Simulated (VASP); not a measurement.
Crystal: Sr2CuSi3.

```
Si Sr Cu
1.0
     0.00000    0.00000    3.78701
     0.00000   -4.23314    0.00000
     6.87324    2.11657   -1.89350
Si Sr Cu
3 2 1
Cartesian
  0.0000 0.0000 0.0000
  2.1266 -2.1166 0.0000
  4.7467 0.0000 1.8935
  4.8401 -2.1166 0.0000
  2.0331 0.0000 1.8935
  0.0000 -2.1166 0.0000
```

Base run:

```yaml
Program: VASP 6.6.1
Functional: PBE
Potentials_or_basis: VASP PAW PBE potentials, release 64 (Si, Sr_sv, Cu)
Cutoff: 520 eV
k_mesh: 5 × 5 × 5
Occupations: gaussian, width 0.0182 eV
Spin: no spin polarisation
```

Its results: band gap on the k mesh zero (an odd number of electrons rules out a gap without spin polarisation); pressure 29.6 GPa; largest force 0.534 eV/Å.

The run is repeated on the same cell with these changes: dispersion from none to D4. What comes out?

Band gap on the k mesh zero (an odd number of electrons rules out a gap without spin polarisation); pressure 26.7 GPa; largest force 0.524 eV/Å.

Dispersion adds attraction, which lowers the pressure at fixed volume and, as a term added to the energy, leaves the levels alone.

Caveats: an odd number of electrons without spin polarisation forces a metal; a magnetic or distorted state may lie lower; the stress differs along the axes, from 24 to 36 GPa (at least some runs); the stress differs along the axes, from 21 to 34 GPa (at least some runs).
